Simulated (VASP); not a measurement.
Runs of VASP 6.6.1 on Cu. The structure is that of space group Im-3m (No. 229), or close to it. The cells are those of the table. 

```tsv
cell	gap on the mesh (eV)	pressure (GPa)
a = 2.454 Å, angles 107.8, 107.8, 112.8°, 1 atom	none	-5.3
a = 2.433 Å, angles 108.2, 108.2, 112.1°, 1 atom	none	-1.4
a = 2.461 Å, angles 109.1, 109.1, 110.2°, 1 atom	none	(b)
a = 2.441 Å, angles 109.4, 109.4, 109.5°, 1 atom	none	-3.4
a = 2.431 Å, angles 109.1, 109.1, 110.2°, 1 atom	none	(a)
a = 2.420 Å, angles 109.8, 109.8, 108.8°, 1 atom	none	1.1
a = 2.452 Å, angles 108.8, 108.8, 110.8°, 1 atom	none	-5.3
a = 2.412 Å, angles 108.5, 108.5, 111.5°, 1 atom	none	3.3
```

Alike in all rows: task single point; level LDA; potentials or basis VASP PAW LDA potentials, release 64 (Cu); no spin polarisation; k mesh 22 × 22 × 22; cutoff (eV) 520; smearing gaussian 0.15 eV.

Task: Fill in the values left out.

Result: (a) -1.3; (b) -7.3.

A gap of «none» marks levels without a gap at the run's occupations.
